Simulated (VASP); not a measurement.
# Fe (Pm-3m) in VASP: further runs

Runs on Fe. Level: PBEsol. Tasks: single point.

Everything below comes from runs of VASP 6.6.1. Logs are shortened: lines on timing, memory, paths and dates and some standing lists are left out, and cuts for length are marked.

## Step 1: The cell of the first run

The structure is cubic, space group Pm-3m (No. 221). Conventional cell: a = 2.329 Å, b = 2.329 Å, c = 2.329 Å, α = 90.00°, β = 90.00°, γ = 90.00°. Fe (site symmetry m-3m) has 6 Fe at 2.33 Å within 3.1 Å.

This isn't the form of Fe at room conditions, which is bcc.

## Step 2: Single point, PBEsol, collinear spin, ferromagnetic start

The input, INCAR:

```
SYSTEM = Fe
ALGO     = Normal         ! electronic algorithm
EDIFF    = 1E-6           ! SCF threshold, eV
ENCUT    = 520            ! plane-wave cutoff, eV
GGA      = PS             ! functional
ISIF     = 2              ! what is computed and relaxed
ISMEAR   = -1             ! smearing method
ISPIN    = 2              ! spin polarisation
LASPH    = .TRUE.         ! aspherical terms in the spheres
LCHARG   = .FALSE.        ! write CHGCAR
LMAXMIX  = 4              ! l up to which the mixer works
LORBIT   = 11             ! projections on sites
LREAL    = .FALSE.        ! projectors in reciprocal space
LWAVE    = .FALSE.        ! write WAVECAR
MAGMOM   = 2.5            ! initial moments
NBANDS   = 14             ! bands
NELM     = 150            ! most SCF steps
PREC     = Accurate       ! precision mode
SIGMA    = 0.05           ! smearing width, eV
```

The input, KPOINTS:

```
k-points
0
G
  13 13 13
  0 0 0
```

The input, POSCAR:

```
Fe
1.0
    2.3290547973      0.0000000000      0.0000000000
    0.0000000000      2.3290547973      0.0000000000
    0.0000000000      0.0000000000      2.3290547973
Fe
1
Direct
    0.0000000000      0.0000000000      0.0000000000
```

Potentials or basis: VASP PAW PBE potentials, release 64 (Fe).

Launch:

```
cat potpaw_PBE.64/Fe/POTCAR > POTCAR
mpirun -np 1 vasp_std > vasp.out
```

OUTCAR:

```text
SYSTEM = Fe
   EDIFF = 1E-6
   ENCUT = 520
   GGA = PS
   ISIF = 2
   ISMEAR = -1
   ISPIN = 2
   LASPH = .TRUE.
   LORBIT = 11
   LREAL = .FALSE.
   NELM = 150
   PREC = Accurate

 ion  position               nearest neighbor table
   1  0.000  0.000  0.000-

  LATTYP: Found a simple cubic cell.
 ALAT       =     2.3290547973

  Lattice vectors:

 A1 = (   2.3290547973,   0.0000000000,   0.0000000000)
 A2 = (   0.0000000000,   2.3290547973,   0.0000000000)
 A3 = (   0.0000000000,   0.0000000000,   2.3290547973)

Analysis of symmetry for initial positions (statically):
=====================================================================
 Subroutine PRICEL returns:
 Original cell was already a primitive cell.

 Routine SETGRP: Setting up the symmetry group for a
 simple cubic supercell.

 Subroutine GETGRP returns: Found 48 space group operations
 (whereof 48 operations were pure point group operations)
 out of a pool of 48 trial point group operations.

The static configuration has the point symmetry O_h .

Analysis of symmetry for dynamics (positions and initial velocities):
=====================================================================
 Subroutine PRICEL returns:
 Original cell was already a primitive cell.

 Routine SETGRP: Setting up the symmetry group for a
 simple cubic supercell.

 Subroutine GETGRP returns: Found 48 space group operations
 (whereof 48 operations were pure point group operations)
 out of a pool of 48 trial point group operations.

The dynamic configuration has the point symmetry O_h .

Analysis of structural, dynamic, and magnetic symmetry:
=====================================================================
 Subroutine PRICEL returns:
 Original cell was already a primitive cell.

 Routine SETGRP: Setting up the symmetry group for a
 simple cubic supercell.

 Subroutine GETGRP returns: Found 48 space group operations
 (whereof 48 operations were pure point group operations)
 out of a pool of 48 trial point group operations.

The overall configuration has the point symmetry O_h .

 Subroutine INISYM returns: Found 48 space group operations
 (whereof 48 operations are pure point group operations),
 and found     1 'primitive' translations

----------------------------------------------------------------------------------------

                                     Primitive cell

  volume of cell :      12.6339

  direct lattice vectors                    reciprocal lattice vectors
[... 124 lines left out ...]

 Free energy of the ion-electron system (eV)
  ---------------------------------------------------
  ext. energy  EPLUGINS =         0.00000000
  ---------------------------------------------------
  free energy    TOTEN  =        -8.08645228 eV

  energy without entropy =       -8.07891077  energy(sigma->0) =       -8.08268152

 E-fermi :   5.0072     XC(G=0): -12.5857

 val. band max:        5.0050202263   @ k =   0.3846   0.3846   0.3077
 cond. band min:       5.0131434429   @ k =   0.4615   0.3846   0.0000
 fundamental gap:      0.0081232167
 Fermi energy:         5.0072449912

 spin component 1

 k-point     1 :       0.0000    0.0000    0.0000
  band No.  band energies     occupation
      1      -3.2062      1.00000
      2       0.8072      1.00000
      3       0.8072      1.00000
      4       4.5321      0.99993
      5       4.5321      0.99993
      6       4.5321      0.99993
      7      24.1957      0.00000
      8      24.1957      0.00000
      9      24.1957      0.00000
     10      28.1490      0.00000
     11      28.1490      0.00000
     12      32.7652      0.00000
     13      45.2987      0.00000
     14      45.2987      0.00000
[... 379 lines left out ...]
      3       3.5258      1.00000
      4       3.7624      1.00000
      5       3.8099      1.00000
      6       5.8380      0.00000
      7      12.2474      0.00000
      8      18.0994      0.00000
      9      23.7315      0.00000
     10      31.7341      0.00000
     11      32.6043      0.00000
     12      36.8168      0.00000
     13      38.7869      0.00000
     14      42.3921      0.00000

 [... further k-points ...]

 spin component 2

 k-point     1 :       0.0000    0.0000    0.0000
  band No.  band energies     occupation
      1      -2.8125      1.00000
      2       2.3724      1.00000
      3       2.3726      1.00000
      4       7.4080      0.00000
      5       7.4080      0.00000
      6       7.4083      0.00000
      7      24.8332      0.00000
      8      24.8332      0.00000
      9      24.8332      0.00000
     10      28.7596      0.00000
     11      28.7597      0.00000
     12      32.8666      0.00000
     13      45.7888      0.00000
     14      45.7888      0.00000
[... 379 lines left out ...]
      3       5.3679      0.00074
      4       6.2402      0.00000
      5       6.5725      0.00000
      6       7.1182      0.00000
      7      13.1459      0.00000
      8      19.0132      0.00000
      9      24.5837      0.00000
     10      31.9416      0.00000
     11      33.3285      0.00000
     12      37.1641      0.00000
     13      39.5709      0.00000
     14      43.1382      0.00000

 [... further k-points ...]

------------------------ aborting loop because EDIFF is reached ----------------------------------------

  FORCE on cell =-STRESS in cart. coord.  units (eV):
  Direction    XX          YY          ZZ          XY          YZ          ZX
  --------------------------------------------------------------------------------------
  -------------------------------------------------------------------------------------
  Total       -0.0211368     -0.0211368     -0.0211368      0.0000000      0.0000000     -0.0000000
  in kB       -2.6804710     -2.6804710     -2.6804710      0.0000000      0.0000000     -0.0000000
  external PRESSURE =      -2.6804710 kB  Pullay stress =       0.0000000 kB

 VOLUME and BASIS-vectors are now :
 -----------------------------------------------------------------------------
  energy-cutoff  :      520.00
  volume of cell :       12.63
      direct lattice vectors                 reciprocal lattice vectors
     2.329054797  0.000000000  0.000000000     0.429358726  0.000000000  0.000000000
     0.000000000  2.329054797  0.000000000     0.000000000  0.429358726  0.000000000
     0.000000000  0.000000000  2.329054797     0.000000000  0.000000000  0.429358726

 POSITION                                       TOTAL-FORCE (eV/Angst)
 -----------------------------------------------------------------------------------
      0.00000      0.00000      0.00000         0.000000      0.000000      0.000000
 -----------------------------------------------------------------------------------
    total drift:                               -0.000000      0.000000      0.000000

  FREE ENERGIE OF THE ION-ELECTRON SYSTEM (eV)
  ---------------------------------------------------
  free  energy   TOTEN  =        -8.0864522803 eV

  energy  without entropy=       -8.0789107689  energy(sigma->0) =       -8.08268152

 total charge

# of ion       s       p       d       tot
------------------------------------------
    1        0.518   0.443   6.308   7.270

 magnetization (x)

# of ion       s       p       d       tot
------------------------------------------
    1        0.004   0.000   2.329   2.333
```

stdout:

```text
POSCAR found type information on POSCAR Fe
 POSCAR found :  1 types and       1 ions
 scaLAPACK will be used
 -----------------------------------------------------------------------------
|                                                                             |
|                                                                             |
|     You enforced a specific xc type in the INCAR file but a different       |
|     I HOPE YOU KNOW WHAT YOU ARE DOING!                                     |
|                                                                             |
 -----------------------------------------------------------------------------

 LDA part: xc-table for (Slater+PW92), standard interpolation
 POSCAR, INCAR and KPOINTS ok, starting setup
 FFT: planning ... GRIDC
 FFT: planning ... GRID_SOFT
 FFT: planning ... GRID
 WAVECAR not read
 entering main loop
```

It took 10 s on 1 thread of Intel Xeon 6975P-C (Granite Rapids), shared host; peak memory 0.14 GiB.

What came out:

```
Free energy                                           : -8.0865 eV
Pressure                                              : -0.3 GPa
Net moment                                            : 2.36 μB per cell
Site moments                                          : Fe +2.33 μB
Valence electrons inside the program's atomic spheres : Fe 7.27
```

Levels at points of the mesh, in eV from the Fermi level:
Spin up:
| k point | band 2 | band 3 | band 4 | band 5 | band 6 | band 7 | band 8 | band 9 |
| --- | --- | --- | --- | --- | --- | --- | --- | --- |
| (0.00, 0.00, 0.00) | -4.20 | -4.20 | -0.48 | -0.48 | -0.48 | 19.19 | 19.19 | 19.19 |
Spin down:
| k point | band 1 | band 2 | band 3 | band 4 | band 5 | band 6 | band 7 | band 8 |
| --- | --- | --- | --- | --- | --- | --- | --- | --- |
| (0.00, 0.00, 0.00) | -7.82 | -2.63 | -2.63 | 2.40 | 2.40 | 2.40 | 19.83 | 19.83 |

Caveat: the PAW data sets were made with another functional, which shifts forces and pressure a little.

## Step 3: Single point, PBEsol, collinear spin, ferromagnetic start (11.12 Å³/atom)

This run uses another cell than the first one, of 11.12 Å³/atom.

The input, INCAR:

```
ALGO = Normal
EDIFF = 1E-7
ENCUT = 520
GGA = PS
ISIF = 2
ISMEAR = -1
ISPIN = 2
LASPH = True
LCHARG = False
LMAXMIX = 4
LORBIT = 11
LREAL = False
LWAVE = False
MAGMOM = 2.263
NBANDS = 14
NELM = 150
PREC = Accurate
SIGMA = 0.05
```

The input, KPOINTS:

```
k-points
0
Gamma
  15 15 15
```

The input, POSCAR:

```
Fe
1.0
    2.2318958808      0.0000000000      0.0000000000
    0.0000000000      2.2318958808      0.0000000000
    0.0000000000      0.0000000000      2.2318958808
Fe
1
Direct
    0.0000000000      0.0000000000      0.0000000000
```

Potentials or basis: VASP PAW PBE potentials, release 64 (Fe).

Launch:

```
cat potpaw_PBE.64/Fe/POTCAR > POTCAR
mpirun -np 1 vasp_std > vasp.out
```

Wall time 16 s (1 thread of Intel Xeon 6975P-C (Granite Rapids), shared host); peak memory 0.14 GiB.

Results (log left out):

| Property | Result |
| --- | --- |
| Free energy | -7.9919 eV |
| Pressure | 21.4 GPa |
| Band gap on the k mesh | zero (filled and empty bands overlap) |
| Net moment | 1.96 μB per cell |
| Site moments | Fe +1.94 μB |
| Valence electrons inside the program's atomic spheres | Fe 7.54 |

Levels at points of the mesh, in eV from the Fermi level:
Spin up:
```tsv
k point	band 2	band 3	band 4	band 5	band 6	band 7	band 8	band 9
(0.00, 0.00, 0.00)	-4.56	-4.56	0.02	0.02	0.02	21.00	21.00	21.00
```
Spin down:
| k point | band 1 | band 2 | band 3 | band 4 | band 5 | band 6 |
| --- | --- | --- | --- | --- | --- | --- |
| (0.00, 0.00, 0.00) | -8.45 | -3.32 | -3.32 | 2.50 | 2.50 | 2.50 |

Caveat: the cell stands under pressure; the PAW data sets were made with another functional, which shifts forces and pressure a little.

## Step 4: Single point, PBEsol, collinear spin, ferromagnetic start (11.62 Å³/atom)

This run uses another cell than the first one, of 11.62 Å³/atom.

The input, INCAR:

```
SYSTEM = Fe
PREC = Accurate
ENCUT = 520
EDIFF = 1E-6
ISMEAR = -1
SIGMA = 0.05
LREAL = .FALSE.
LASPH = .TRUE.
NELM = 150
ALGO = Normal
ISIF = 2
LWAVE = .FALSE.
LCHARG = .TRUE.
ISPIN = 2
MAGMOM = 2.263
LORBIT = 11
LMAXMIX = 4
GGA = PS
LELF = .TRUE.
LVHAR = .TRUE.
NBANDS = 14
```

The input, KPOINTS:

```
Automatic mesh
0
G
  15 15 15
  0 0 0
```

The input, POSCAR:

```
Fe
1.0
    2.2652126715      0.0000000000      0.0000000000
    0.0000000000      2.2652126715      0.0000000000
    0.0000000000      0.0000000000      2.2652126715
Fe
1
Direct
    0.0000000000      0.0000000000      0.0000000000
```

Potentials or basis: VASP PAW PBE potentials, release 64 (Fe).

Launch:

```
cat potpaw_PBE.64/Fe/POTCAR > POTCAR
mpirun -np 1 vasp_std > vasp.out
```

OUTCAR:

```text
SYSTEM = Fe
   PREC = Accurate
   ENCUT = 520
   EDIFF = 1E-6
   ISMEAR = -1
   LREAL = .FALSE.
   LASPH = .TRUE.
   NELM = 150
   ISIF = 2
   ISPIN = 2
   LORBIT = 11
   GGA = PS

 ion  position               nearest neighbor table
   1  0.000  0.000  0.000-

  LATTYP: Found a simple cubic cell.
 ALAT       =     2.2652126715

  Lattice vectors:

 A1 = (   2.2652126715,   0.0000000000,   0.0000000000)
 A2 = (   0.0000000000,   2.2652126715,   0.0000000000)
 A3 = (   0.0000000000,   0.0000000000,   2.2652126715)

Analysis of symmetry for initial positions (statically):
=====================================================================
 Subroutine PRICEL returns:
 Original cell was already a primitive cell.

 Routine SETGRP: Setting up the symmetry group for a
 simple cubic supercell.

 Subroutine GETGRP returns: Found 48 space group operations
 (whereof 48 operations were pure point group operations)
 out of a pool of 48 trial point group operations.

The static configuration has the point symmetry O_h .

Analysis of symmetry for dynamics (positions and initial velocities):
[... 605 lines left out ...]
     12      35.3310      0.00000
     13      48.4185      0.00000
     14      48.4185      0.00000
[... 379 lines left out ...]
      3       4.6597      1.00000
      4       6.8963      0.00000
      5       7.0398      0.00000
      6       7.8183      0.00000
      7      15.7147      0.00000
      8      23.0417      0.00000
      9      31.5047      0.00000
     10      32.7997      0.00000
     11      33.0289      0.00000
     12      41.1881      0.00000
     13      42.4200      0.00000
     14      43.6175      0.00000

 [... further k-points ...]

------------------------ aborting loop because EDIFF is reached ----------------------------------------

  FORCE on cell =-STRESS in cart. coord.  units (eV):
  Direction    XX          YY          ZZ          XY          YZ          ZX
  --------------------------------------------------------------------------------------
  -------------------------------------------------------------------------------------
  Total        1.0068072      1.0068072      1.0068072     -0.0000000      0.0000000     -0.0000000
  in kB      138.7809792    138.7809792    138.7809792     -0.0000000      0.0000000     -0.0000000
  external PRESSURE =     138.7809792 kB  Pullay stress =       0.0000000 kB

 VOLUME and BASIS-vectors are now :
 -----------------------------------------------------------------------------
  energy-cutoff  :      520.00
  volume of cell :       11.62
      direct lattice vectors                 reciprocal lattice vectors
     2.265212672  0.000000000  0.000000000     0.441459653  0.000000000  0.000000000
     0.000000000  2.265212672  0.000000000     0.000000000  0.441459653  0.000000000
     0.000000000  0.000000000  2.265212672     0.000000000  0.000000000  0.441459653

 POSITION                                       TOTAL-FORCE (eV/Angst)
 -----------------------------------------------------------------------------------
      0.00000      0.00000      0.00000         0.000000      0.000000      0.000000
 -----------------------------------------------------------------------------------
    total drift:                               -0.000000      0.000000      0.000000

  FREE ENERGIE OF THE ION-ELECTRON SYSTEM (eV)
  ---------------------------------------------------
  free  energy   TOTEN  =        -8.0483501379 eV

  energy  without entropy=       -8.0399505530  energy(sigma->0) =       -8.04415035

 total charge

# of ion       s       p       d       tot
------------------------------------------
    1        0.548   0.499   6.393   7.440

 magnetization (x)

# of ion       s       p       d       tot
------------------------------------------
    1        0.000  -0.006   2.140   2.134
```

stdout:

```text
POSCAR found type information on POSCAR Fe
 POSCAR found :  1 types and       1 ions
 scaLAPACK will be used
 -----------------------------------------------------------------------------
|                                                                             |
|                                                                             |
|     You enforced a specific xc type in the INCAR file but a different       |
|     I HOPE YOU KNOW WHAT YOU ARE DOING!                                     |
|                                                                             |
 -----------------------------------------------------------------------------

 LDA part: xc-table for (Slater+PW92), standard interpolation
 POSCAR, INCAR and KPOINTS ok, starting setup
 FFT: planning ... GRIDC
 FFT: planning ... GRID_SOFT
 FFT: planning ... GRID
 WAVECAR not read
 entering main loop
```

Wall time 17 s (1 thread of Intel Xeon 6975P-C (Granite Rapids), shared host); peak memory 0.14 GiB.

What came out:

```yaml
Free_energy: -8.0484 eV
Pressure: 13.9 GPa
Net_moment: 2.16 μB per cell
Site_moments: Fe +2.13 μB
Valence_electrons_inside_the_program's_atomic_spheres: Fe 7.44
```

Caveat: the cell stands under pressure; the PAW data sets were made with another functional, which shifts forces and pressure a little.

(Continued in part 2 of 2.)
